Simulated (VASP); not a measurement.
A run of VASP 6.6.1:

POSCAR

```
AgCl
1.0
    4.4591765733      0.0000000000      0.0000000000
   -2.2295882866      3.8617601925      0.0000000000
    0.0000000000      0.0000000000      5.7224971438
Ag Cl
2 2
Direct
    0.3333333333      0.6666666667     -0.0622203809
    0.6666666667      0.3333333333      0.4377796191
    0.3333333333      0.6666666667      0.4372203809
    0.6666666667      0.3333333333      0.9372203809
```

The input INCAR.step1:

```
SYSTEM = AgCl
PREC = Accurate ; ENCUT = 520
ISMEAR = 0 ; SIGMA = 0.01
LREAL = .FALSE. ; LASPH = .TRUE.
NELM = 80 ; NBANDS = 26
GGA = PE ; ALGO = Normal
EDIFF = 1E-4 ; LWAVE = .TRUE.
LCHARG = .FALSE.
```

File INCAR.step2:

```
SYSTEM = AgCl
PREC = Accurate ; ENCUT = 520
EDIFF = 1E-6 ; ISMEAR = 0
SIGMA = 0.01 ; LREAL = .FALSE.
LASPH = .TRUE. ; NELM = 80
ALGO = Normal ; ISIF = 2
LWAVE = .FALSE. ; LCHARG = .FALSE.
METAGGA = R2SCAN ; LMIXTAU = .TRUE.
NBANDS = 26 ; ISTART = 1
```

File KPOINTS:

```
regular mesh
0
G
  6 6 4
  0 0 0
```

Potentials or basis: VASP PAW PBE potentials, release 64 (Ag, Cl).

Run with:

```bash
$ cat potpaw_PBE.64/Ag/POTCAR potpaw_PBE.64/Cl/POTCAR > POTCAR
$ cp INCAR.step1 INCAR
$ mpirun -np 1 vasp_std > vasp.out
$ cp INCAR.step2 INCAR
$ mpirun -np 1 vasp_std > vasp.out
```

Hardware: 1 thread of Intel Xeon 6975P-C, on a shared host.

Q: Estimate the wall time of this run.

A: Run time: 3.1 min on 1 thread of Intel Xeon 6975P-C (shared host), peak memory 0.27 GiB. Counts: k points 21.
